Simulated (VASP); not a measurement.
InSe: single point with PBE+D3(BJ)

The system is InSe, a slab with vacuum.

```xyz
4
Lattice="3.8250 0.0000 0.0000 -1.9125 3.3125 0.0000 0.0000 0.0000 36.7200" Properties=species:S:1:pos:R:3 pbc="T T T"
Se    0.0000    0.0000   15.5500
Se    0.0000    0.0000   21.1690
In    1.9125    1.1042   16.9016
In    1.9125    1.1042   19.8173
```

- Program: VASP 6.6.1
- Task: single point
- Functional: PBE
- Dispersion: D3(BJ)
- Potentials or basis: VASP PAW PBE potentials, release 64 (Se, In_d)
- Cutoff: 520 eV
- k mesh: 9 × 9 × 1
- Occupations: gaussian, width 0.02 eV
- Spin: no spin polarisation

* Largest force: 1.010 eV/Å
* Band gap on the k mesh: 2.06 eV, direct
* Dispersion energy per atom: -0.241 eV

Forces in eV/Å, atoms in the order of the input:
```
Se   0.000  0.000 -0.445
Se   0.000  0.000  0.445
In   0.000  0.000  1.010
In   0.000  0.000 -1.010
```

Levels at points of the mesh, in eV from the valence-band top:
```
           k point  band 17  band 18  band 19  band 20  band 21  band 22
(0.00, 0.00, 0.00)    -0.05     0.00     0.00     2.06     3.52     5.53
```

Wall time 2.2 min on 1 thread of Intel(R) Xeon(R) 6975P-C (Granite Rapids), on a shared host, peak memory 0.55 GiB.

Caveat: spin-orbit coupling is left out, which moves the levels of the heavy elements.
